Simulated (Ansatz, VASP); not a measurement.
**H: VASP beside Ansatz**

```
H
1.0
     9.00000    0.00000    0.00000
     0.00000    9.50000    0.00000
     0.00000    0.00000   10.00000
H
2
Direct
  0.50000 0.50000 0.46211
  0.50000 0.50000 0.53789
```

Alike in both runs: functional PBEsol; k mesh 1 × 1 × 1; occupations fermi-dirac, width 0.02 eV; no spin polarisation.

Ansatz relaxed the structure, and its values are those at the end. VASP's run is a single point on that final structure, the one shown.

|  | VASP | Ansatz |
| --- | --- | --- |
| version | VASP 6.6.1 | Ansatz 0.2.0 |
| potentials or method | VASP PAW PBE potentials, release 64 (H), cutoff 520 eV | plane waves, PAW |
| valence electrons in the cell | 2 | 2 |

VASP gave:

- rms of the force components (eV/Å): 0.011

Q: What did Ansatz give for the same quantities?

A: rms of the force components (eV/Å): 0.009.

VASP's potentials were made for PBE, not for PBEsol. With one functional, cell and mesh, what is left measures potentials, basis and numerics. Ansatz's warnings: stress scf threshold loose.
